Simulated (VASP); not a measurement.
# Te2Mo in VASP: settings compared, part 2 of 2

VASP 6.6.1. Earlier steps stand in the parts before.

## 5. Single point, PBEsol (atoms moved at random)

Input file INCAR:

```
SYSTEM = Te2Mo
ALGO = Normal
EDIFF = 1E-6
ENCUT = 520
GGA = PS
ISIF = 2
ISMEAR = -1
LASPH = .True.
LCHARG = .True.
LELF = .True.
LREAL = .False.
LVHAR = .True.
LWAVE = .False.
NBANDS = 35
NELM = 100
PREC = Accurate
SIGMA = 0.05
```

Input file KPOINTS:

```
k-points
0
Gamma
  9 9 2
  0 0 0
```

Input file POSCAR:

```
Te2Mo
1.0
    3.5182000000      0.0000000000      0.0000000000
   -1.7591000000      3.0468505756      0.0000000000
    0.0000000000      0.0000000000     13.9736000000
Te Mo
4 2
Direct
    0.6822110000      0.3500440000      0.3794080000
    0.3326170000      0.6686400000      0.8801280000
    0.6757690000      0.3414140000      0.1238430000
    0.3448300000      0.6749580000      0.6230410000
    0.6528290000      0.3186500000      0.7488880000
    0.3194740000      0.6567010000      0.2524740000
```

Potentials or basis: VASP PAW PBE potentials, release 64 (Te, Mo_sv).

The run is started by

```sh
$ cat potpaw_PBE.64/Te/POTCAR potpaw_PBE.64/Mo_sv/POTCAR > POTCAR
$ mpirun -np 1 vasp_std > vasp.out
```

OUTCAR:

```text
SYSTEM = Te2Mo
   EDIFF = 1E-6
   ENCUT = 520
   GGA = PS
   ISIF = 2
   ISMEAR = -1
   LASPH = .True.
   LREAL = .False.
   NELM = 100
   PREC = Accurate

 ion  position               nearest neighbor table
   1  0.682  0.350  0.379-   6 2.63   6 2.70   6 2.76   3 3.57
   2  0.333  0.669  0.880-   5 2.70   5 2.75   5 2.77   4 3.59
   3  0.676  0.341  0.124-   6 2.66   6 2.72   6 2.75   1 3.57
   4  0.345  0.675  0.623-   5 2.63   5 2.68   5 2.75   2 3.59
   5  0.653  0.319  0.749-   4 2.63   4 2.68   2 2.70   2 2.75   4 2.75   2 2.77
   6  0.319  0.657  0.252-   1 2.63   3 2.66   1 2.70   3 2.72   3 2.75   1 2.76
[... 1119 lines left out ...]
  -------------------------------------------------------------------------------------
  Total       -0.4914677     -0.6478442      1.0875780      0.1257556      0.0114418      0.1902487
  in kB       -5.2568499     -6.9294880     11.6329803      1.3451101      0.1223840      2.0349428
  external PRESSURE =      -0.1844526 kB  Pullay stress =       0.0000000 kB

 VOLUME and BASIS-vectors are now :
 -----------------------------------------------------------------------------
  energy-cutoff  :      520.00
  volume of cell :      149.79
      direct lattice vectors                 reciprocal lattice vectors
     3.518200000  0.000000000  0.000000000     0.284236257  0.164103880  0.000000000
    -1.759100000  3.046850576  0.000000000     0.000000000  0.328207759  0.000000000
     0.000000000  0.000000000 13.973600000     0.000000000  0.000000000  0.071563520

 POSITION                                       TOTAL-FORCE (eV/Angst)
 -----------------------------------------------------------------------------------
      1.78439      1.06653      5.30170        -0.449313     -0.583579      0.403520
     -0.00599      2.03725     12.29856        -0.120483     -0.339050     -0.325686
      1.77691      1.04024      1.73053        -0.359702     -0.399908     -0.096947
      0.02586      2.05650      8.70613        -0.334663     -0.536662     -0.517225
      1.73625      0.97088     10.46466         0.455633      0.883493      0.854228
     -0.03123      2.00087      3.52797         0.808528      0.975705     -0.317890
 -----------------------------------------------------------------------------------
    total drift:                                0.000016     -0.000043     -0.000176

  FREE ENERGIE OF THE ION-ELECTRON SYSTEM (eV)
  ---------------------------------------------------
  free  energy   TOTEN  =       -39.2767020017 eV

  energy  without entropy=      -39.2766539904  energy(sigma->0) =      -39.27667800
```

It took 13 min on 1 thread of AMD EPYC 7R13 (Zen 3), shared host; peak memory 0.47 GiB.

What came out:

```yaml
Free_energy: -39.2767 eV
Pressure: 0.0 GPa
Largest_force: 1.311 eV/Å
Band_gap_on_the_k_mesh: 0.72 eV, indirect (least direct gap 1.01 eV)
```

Forces on the atoms (eV/Å):
```
Te  -0.449 -0.584  0.404
Te  -0.120 -0.339 -0.326
Te  -0.360 -0.400 -0.097
Te  -0.335 -0.537 -0.517
Mo   0.456  0.883  0.854
Mo   0.809  0.976 -0.318
```

Stress tensor (GPa, compression positive):
```
-0.53  0.13  0.20
 0.13 -0.69  0.01
 0.20  0.01  1.16
```

Caveat: the cell differs from its parent crystal (atoms moved at random); the PAW data sets were made with another functional, which shifts forces and pressure a little; spin-orbit coupling is left out, which moves the levels of the heavy elements. A k mesh can miss the band edges.

## 6. The runs side by side

| level | potentials or basis | cell | k mesh | gap on the mesh (eV) | pressure (GPa) | largest force (eV/Å) |
| --- | --- | --- | --- | --- | --- | --- |
| BLYP+D3(BJ) | VASP PAW PBE potentials, release 64 (Te, Mo_sv) | a = 3.587, b = 3.587, c = 14.248 Å, angles 90.0, 90.0, 120.0°, 6 atoms | 9 × 9 × 2 | 0.82 | -3.8 | 0.26 |
| LDA | VASP PAW LDA potentials, release 64 (Te, Mo_sv) | a = 3.518, b = 3.518, c = 13.974 Å, angles 90.0, 90.0, 120.0°, 6 atoms | 9 × 9 × 2 | 0.75 | -2.8 | 0.24 |
| PBE | VASP PAW PBE potentials, release 64 (Te, Mo_sv) | a = 3.518, b = 3.518, c = 13.974 Å, angles 90.0, 90.0, 120.0°, 6 atoms | 15 × 15 × 4 | 0.70 | 2.9 | 0.19 |
| PBEsol | VASP PAW PBE potentials, release 64 (Te, Mo_sv) | a = 3.518, b = 3.518, c = 13.974 Å, angles 90.0, 90.0, 120.0°, 6 atoms | 9 × 9 × 2 | 0.72 | 0.0 | 1.31 |

Some of these runs hold the atoms at other places in the same cell, which the table doesn't show; runs alike in all that it shows share one row.

Alike in all rows: task single point; no spin polarisation; cutoff (eV) 520; smearing fermi-dirac 0.05 eV.

Caveats: spin-orbit coupling is left out, which moves the levels of the heavy elements; the PAW data sets were made with another functional, which shifts forces and pressure a little (some runs); this functional lacks dispersion, which binds the layers, so the pressure and a relaxed spacing across them are unreliable (some runs).

Absolute energies hang on the potentials; compare differences alone.

## 7. How close it comes

Step 3. Against the measured gap of Te2Mo, 0.88 eV (indirect; 300 K; quoted in “Broadband infrared study of pressure-tunable Fano resonance and metallization transition in 2H-MoTe2”, 2022, pmc:9569381), the calculated 0.75 eV is off by -0.13 eV. Spin-orbit coupling on Mo, Te is left out. The value is that of LDA on a finite k mesh, which can miss the band edges, without temperature or zero-point motion. Semilocal functionals fall short of measured gaps as a rule.

Step 4. Measured gap of Te2Mo: 0.88 eV (indirect; 300 K; quoted in “Broadband infrared study of pressure-tunable Fano resonance and metallization transition in 2H-MoTe2”, 2022, pmc:9569381). This calculation gives 0.70 eV (-0.18 eV). Spin-orbit coupling on Mo, Te is left out. The value is that of PBE on a finite k mesh, which can miss the band edges, without temperature or zero-point motion. Semilocal functionals fall short of measured gaps as a rule.
